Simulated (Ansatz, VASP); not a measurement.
**Ge in VASP and in Ansatz**

```
Ge
1.0
     5.68807    3.28401    1.28536
    -5.68807    3.28401    1.28536
     0.00000   -6.56801    1.28536
Ge
6
Direct
  0.80827 0.18207 0.80827
  0.19173 0.19173 0.81793
  0.18207 0.80827 0.80827
  0.81793 0.19173 0.19173
  0.80827 0.80827 0.18207
  0.19173 0.81793 0.19173
```

Alike in both runs: functional PBE; k mesh 6 × 6 × 6; occupations gaussian, width 0.1 eV; no spin polarisation.

Ansatz relaxed the structure, and its values are those at the end. VASP's run is a single point on that final structure, the one shown.

|  | VASP | Ansatz |
| --- | --- | --- |
| version | VASP 6.6.1 | Ansatz 0.2.0 |
| potentials or method | VASP PAW PBE potentials, release 64 (Ge_d), cutoff 520 eV | scalar-relativistic, plane waves, PAW |
| valence electrons in the cell | 84 | 84 |

```tsv
	VASP	Ansatz	Ansatz less VASP
gap on the k mesh at the Fermi level (eV)	none	none	-
pressure (GPa)	0.1	0.2	+0.03
rms of the force components (eV/Å)	0.008	0.010	+0.0014
```

A gap of «none» marks a metal or a gap that the smearing closes.
